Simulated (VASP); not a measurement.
# GeBi2O4 in VASP: single point with PBEsol

Aim: the single point of GeBi2O4 with PBEsol.

All numbers are computed with VASP 6.6.1; they aren't measurements. Logs are shortened: lines on timing, memory, paths and dates and some standing lists are left out, and cuts for length are marked.

## 1. The cell of the first run

The typed cell holds 7 atoms: a = 6.668 Å, b = 3.429 Å, c = 5.539 Å, α = 90.00°, β = 107.87°, γ = 90.00°.

## 2. Single point, PBEsol

Input file INCAR:

```
  PREC = Accurate
  ENCUT = 520
  EDIFF = 1E-7
  ISMEAR = -1
  SIGMA = 0.05
  LREAL = F
  LASPH = T
  NELM = 100
  ALGO = Normal
  ISIF = 2
  LWAVE = F
  LCHARG = F
  GGA = PS
  NBANDS = 43
```

Input file KPOINTS:

```
Automatic mesh
0
Gamma
  4 6 4
```

Input file POSCAR:

```
GeBi2O4
1.0
    6.6644430592     -0.0026391409      0.2286540035
    0.0012647795      3.4290765029      0.0019179144
   -1.8791461919     -0.0025097869      5.2109028186
Ge Bi O
1 2 4
Direct
    0.4708472954      0.0014429512      0.5716151711
    0.0129637685      0.0014606106     -0.0666317977
    0.5706216591      0.5014805017      0.1077739966
    0.6314620631      0.5014594449      0.7243564315
    0.3626183744      0.0014591937      0.8377062044
    0.1690895976      0.5014799579      0.1401801212
    0.8063240601      0.0014907180      0.1704605190
```

Potentials or basis: VASP PAW PBE potentials, release 64 (Ge_d, Bi_d, O).

Run with:

```bash
$ cat potpaw_PBE.64/Ge_d/POTCAR potpaw_PBE.64/Bi_d/POTCAR potpaw_PBE.64/O/POTCAR > POTCAR
$ mpirun -np 1 vasp_std > vasp.out
```

OUTCAR:

```text
PREC = Accurate
   ENCUT = 520
   EDIFF = 1E-7
   ISMEAR = -1
   LREAL = F
   LASPH = T
   NELM = 100
   ISIF = 2
   GGA = PS

 ion  position               nearest neighbor table
   1  0.471  0.001  0.572-   5 1.83   4 2.06   4 2.06   3 3.32   3 3.32   3 3.32   3 3.32
   2  0.013  0.001  0.933-   6 2.15   6 2.15   7 2.18   5 2.54   3 3.78   3 3.78
   3  0.571  0.501  0.108-   7 2.28   7 2.28   4 2.28   5 2.41   5 2.41   6 2.74   1 3.32   1 3.32
                             1 3.32   1 3.32   2 3.78   2 3.78
   4  0.631  0.501  0.724-   1 2.06   1 2.06   3 2.28
   5  0.363  0.001  0.838-   1 1.83   3 2.41   3 2.41   2 2.54
   6  0.169  0.501  0.140-   2 2.15   2 2.15   3 2.74
   7  0.806  0.001  0.170-   2 2.18   3 2.28   3 2.28

  LATTYP: Found a triclinic cell.
 ALAT       =     6.5150021963
 B/A-ratio  =     0.5263355513
 C/A-ratio  =     1.1120259255
 COS(alpha) =     0.0000471405
 COS(beta)  =     0.4100386107
 COS(gamma) =     0.5263798159

  Lattice vectors:

 A1 = (  -1.8804109714,  -3.4315862898,   5.2089849042)
 A2 = (  -0.0012647795,  -3.4290765029,  -0.0019179144)
 A3 = (   4.7852968673,  -0.0051489278,   5.4395568221)

Analysis of symmetry for initial positions (statically):
=====================================================================
 Subroutine PRICEL returns:
 Original cell was already a primitive cell.

 Routine SETGRP: Setting up the symmetry group for a
 triclinic supercell.

 Subroutine GETGRP returns: Found  1 space group operations
 (whereof  1 operations were pure point group operations)
 out of a pool of  2 trial point group operations.

The static configuration has the point symmetry C_1 .

Analysis of symmetry for dynamics (positions and initial velocities):
=====================================================================
 Subroutine PRICEL returns:
 Original cell was already a primitive cell.

 Routine SETGRP: Setting up the symmetry group for a
 triclinic supercell.

 Subroutine GETGRP returns: Found  1 space group operations
 (whereof  1 operations were pure point group operations)
 out of a pool of  2 trial point group operations.

The dynamic configuration has the point symmetry C_1 .

 Subroutine INISYM returns: Found  1 space group operations
 (whereof  1 operations are pure point group operations),
 and found     1 'primitive' translations

----------------------------------------------------------------------------------------

                                     Primitive cell

  volume of cell :     120.5576

  direct lattice vectors                    reciprocal lattice vectors
     6.664443059 -0.002639141  0.228654004     0.148216190 -0.000084563  0.053449409
     0.001264779  3.429076503  0.001917914     0.000109312  0.291623566  0.000179878
    -1.879146192 -0.002509787  5.210902819    -0.006503755 -0.000103624  0.189559903

  length of vectors
     6.668364935  3.429077273  5.539377663     0.157559149  0.291623642  0.189671470

  position of ions in fractional coordinates (direct lattice)
     0.470847295  0.001442951  0.571615171
     0.012963769  0.001460611  0.933368202
     0.570621659  0.501480502  0.107773997
     0.631462063  0.501459445  0.724356431
     0.362618374  0.001459194  0.837706204
     0.169089598  0.501479958  0.140180121
     0.806324060  0.001490718  0.170460519

  ion indices of the primitive-cell ions
   primitive index   ion index
                 1           1
                 2           2
                 3           3
                 4           4
                 5           5
                 6           6
                 7           7

----------------------------------------------------------------------------------------

 KPOINTS: Automatic mesh

Automatic generation of k-mesh.
 Grid dimensions read from file:
 generate k-points for:    4    6    4

 Generating k-lattice:

  Cartesian coordinates                     Fractional coordinates (reciprocal lattice)
     0.037054047 -0.000021141  0.013362352     0.250000000  0.000000000  0.000000000
     0.000018219  0.048603928  0.000029980    -0.000000000  0.166666667 -0.000000000
    -0.001625939 -0.000025906  0.047389976     0.000000000  0.000000000  0.250000000

  Length of vectors
     0.039389787  0.048603940  0.047417867

  Shift w.r.t. Gamma in fractional coordinates (k-lattice)
     0.000000000  0.000000000  0.000000000

 Subroutine IBZKPT returns following result:
 ===========================================

 Found     52 irreducible k-points:

 Following reciprocal coordinates:
            Coordinates               Weight
  0.000000  0.000000  0.000000      1.000000
  0.250000  0.000000  0.000000      2.000000
  0.500000  0.000000  0.000000      1.000000
 -0.000000  0.166667  0.000000      2.000000
  0.250000  0.166667  0.000000      2.000000
  0.500000  0.166667  0.000000      2.000000
[... 16 lines left out ...]
  0.000000  0.333333  0.250000      2.000000
  0.250000  0.333333  0.250000      2.000000
 [... further k-points ...]
   k-points           NKPTS =     52   k-points in BZ     NKDIM =     52   number of bands    NBANDS=     43
   number of dos      NEDOS =    301   number of ions     NIONS =      7
   total plane-waves  NPLWV =  58800
   dimension x,y,z NGX =    50 NGY =   28 NGZ =   42
   dimension x,y,z NGXF=   100 NGYF=   56 NGZF=   84
   ions per type =               1   2   4
   NGX,Y,Z   is equivalent  to a cutoff of  12.47, 13.57, 12.60 a.u.
   NGXF,Y,Z  is equivalent  to a cutoff of  24.93, 27.15, 25.21 a.u.
 SYSTEM =  unknown system
   PREC   = accura    normal or accurate (medium, high low for compatibility)
   ISTART =      0    job   : 0-new  1-cont  2-samecut
   ICHARG =      2    charge: 1-file 2-atom 10-const
   ISPIN  =      1    spin polarized calculation?
   LNONCOLLINEAR =      F non collinear calculations
   LSORBIT =      F    spin-orbit coupling
   LASPH  =      T    aspherical Exc in radial PAW
   ENCUT  =  520.0 eV  38.22 Ry    6.18 a.u.  12.40  6.38 10.30*2*pi/ulx,y,z
   NELM   =    100;   NELMIN=  2; NELMDL= -5     # of ELM steps
   EDIFF  = 0.1E-06   stopping-criterion for ELM
   LREAL  =      F    real-space projection
   EDIFFG = 0.1E-05   stopping-criterion for IOM
   NSW    =      0    number of steps for IOM
   IBRION =     -1    ionic relax: 0-MD 1-quasi-New 2-CG
   NFREE  =      0    steps in history (QN), initial steepest desc. (CG)
   ISIF   =      2    stress and relaxation
   ISYM   =      2    0-nonsym 1-usesym 2-fastsym
   POTIM  = 0.5000    time-step for ionic-motion
   TEBEG  =    0.0;   TEEND  =   0.0 temperature during run
   PSTRESS=    0.0 pullay stress
   NELECT =      68.0000    total number of electrons
   NUPDOWN=      -1.0000    fix difference up-down
   EMIN   =  10.00;   EMAX   =-10.00  energy-range for DOS
   EFERMI =   0.00;   METHOD = LEGACY
   ISMEAR =    -1;   SIGMA  =   0.05  broadening in eV -4-tet -1-fermi 0-gaus
   EFERMI_NEDOS =   21; number of points for ismear=-14 and -15
   IALGO  =     38    algorithm
   IMIX   =      4    mixing-type and parameters
     AMIX     =   0.40;   BMIX     =  1.00
     AMIX_MAG =   1.60;   BMIX_MAG =  1.00
  volume/ion in A,a.u.               =      17.22       116.22
  Fermi-wavevector in a.u.,A,eV,Ry     =   1.352632  2.556103 24.893393  1.829613
  Thomas-Fermi vector in A             =   2.479954
   LORBIT       =      0    0 simple, 1 ext, 2 COOP (PROOUT), +10 PAW based schemes
   GGA     = PS    functional components
   LHFCALC =     F    Hartree Fock is set to
   AEXX    =    0.0000 exact exchange contribution
   IVDW    =     0    specifies the selected vdW correction
   LEPSILON=     F    determine dielectric tensor
   LRPA    =     F    only Hartree local field effects (RPA)
 non-spin polarized calculation
  energy-cutoff  :      520.00
  volume of cell :      120.56
 maximum number of plane-waves:      3270
 NGX is ok and might be reduce to    50
   NGX = 25   NGY = 13   NGZ = 21

 number of electron      67.9999988 magnetization

 Free energy of the ion-electron system (eV)
  ---------------------------------------------------
  ext. energy  EPLUGINS =         0.00000000
  ---------------------------------------------------
  free energy    TOTEN  =       -42.34091176 eV

  energy without entropy =      -42.34091174  energy(sigma->0) =      -42.34091175

 E-fermi :   5.4347     XC(G=0): -10.1117

 val. band max:        4.6924136747   @ k =   0.0000   0.0000   0.0000
 cond. band min:       6.1870838322   @ k =   0.5000   0.0000   0.5000
 fundamental gap:      1.4946701575
 Fermi energy:         5.4347087378

 k-point     1 :       0.0000    0.0000    0.0000
  band No.  band energies     occupation
      1     -19.2685      2.00000
      2     -19.2361      2.00000
      3     -19.2321      2.00000
      4     -19.1089      2.00000
      5     -19.0929      2.00000
      6     -17.9842      2.00000
[... 35 lines left out ...]
     42      12.2155      0.00000
     43      12.2874      0.00000

 k-point     2 :       0.2500    0.0000    0.0000
  band No.  band energies     occupation
      1     -19.2685      2.00000
      2     -19.2361      2.00000
      3     -19.2321      2.00000
      4     -19.1089      2.00000
      5     -19.0929      2.00000
      6     -17.9823      2.00000
[... 35 lines left out ...]
     42      12.0408      0.00000
     43      12.5089      0.00000

 k-point     3 :       0.5000    0.0000    0.0000
  band No.  band energies     occupation
      1     -19.2685      2.00000
      2     -19.2362      2.00000
      3     -19.2321      2.00000
      4     -19.1090      2.00000
      5     -19.0929      2.00000
      6     -17.9803      2.00000
[... 35 lines left out ...]
     42      11.8591      0.00000
     43      12.7775      0.00000

 k-point     4 :      -0.0000    0.1667    0.0000
  band No.  band energies     occupation
      1     -19.2678      2.00000
      2     -19.2387      2.00000
      3     -19.2296      2.00000
      4     -19.1078      2.00000
      5     -19.0964      2.00000
      6     -17.9533      2.00000
[... 863 lines left out ...]
     42      11.6719      0.00000
     43      12.7610      0.00000

 k-point    23 :       0.0000    0.3333    0.2500
  band No.  band energies     occupation
      1     -19.2768      2.00000
      2     -19.2406      2.00000
      3     -19.2183      2.00000
      4     -19.1054      2.00000
      5     -19.1039      2.00000
      6     -17.9626      2.00000
[... 35 lines left out ...]
     42      10.9957      0.00000
     43      12.5956      0.00000

 k-point    24 :       0.2500    0.3333    0.2500
  band No.  band energies     occupation
      1     -19.2768      2.00000
      2     -19.2407      2.00000
      3     -19.2183      2.00000
      4     -19.1054      2.00000
      5     -19.1039      2.00000
      6     -17.9696      2.00000
[... 35 lines left out ...]
     42      11.0428      0.00000
     43      12.7929      0.00000

 [... further k-points ...]
[... 5 lines left out ...]
  --------------------------------------------------------------------------------------
  -------------------------------------------------------------------------------------
  Total        0.0726567      0.2191661      0.1278528     -0.0001809      0.0009101     -0.0018836
  in kB        0.9655872      2.9126564      1.6991283     -0.0024035      0.0120950     -0.0250328
  external PRESSURE =       1.8591240 kB  Pullay stress =       0.0000000 kB

 VOLUME and BASIS-vectors are now :
 -----------------------------------------------------------------------------
  energy-cutoff  :      520.00
  volume of cell :      120.56
      direct lattice vectors                 reciprocal lattice vectors
     6.664443059 -0.002639141  0.228654004     0.148216190 -0.000084563  0.053449409
     0.001264779  3.429076503  0.001917914     0.000109312  0.291623566  0.000179878
    -1.879146192 -0.002509787  5.210902819    -0.006503755 -0.000103624  0.189559903

 POSITION                                       TOTAL-FORCE (eV/Angst)
 -----------------------------------------------------------------------------------
      2.06379      0.00227      3.08629        -0.004610     -0.000425     -0.049829
     -1.66754      0.00263      4.86666         0.001546      0.000124     -0.074342
      3.60099      1.71784      0.69304        -0.046247      0.000345      0.061577
      2.84781      1.71606      3.91990         0.021063     -0.000019     -0.002772
      0.84248      0.00194      4.44812        -0.004558      0.000052     -0.015812
      0.86410      1.71882      0.77009         0.033588     -0.000056      0.054255
      5.05338      0.00256      1.07263        -0.000782     -0.000021      0.026922
 -----------------------------------------------------------------------------------
    total drift:                               -0.000323      0.000759     -0.000649

  FREE ENERGIE OF THE ION-ELECTRON SYSTEM (eV)
  ---------------------------------------------------
  free  energy   TOTEN  =       -42.3409117569 eV

  energy  without entropy=      -42.3409117444  energy(sigma->0) =      -42.34091175
```

It took 7.4 min on 1 thread of Intel Xeon 8259CL, shared host; peak memory 0.39 GiB.

What came out:

* Free energy: -42.3409 eV
* Pressure: 0.2 GPa
* Largest force: 0.077 eV/Å
* Band gap on the k mesh: 1.49 eV (least direct gap 1.84 eV)

Forces in eV/Å, atoms in the order of the input:
```
Ge  -0.005  0.000 -0.050
Bi   0.002  0.000 -0.074
Bi  -0.046  0.000  0.062
O    0.021  0.000 -0.003
O   -0.005  0.000 -0.016
O    0.034  0.000  0.054
O   -0.001  0.000  0.027
```

Caveat: the PAW data sets were made with another functional, which shifts forces and pressure a little; spin-orbit coupling is left out, which moves the levels of the heavy elements. A k mesh can miss the band edges.
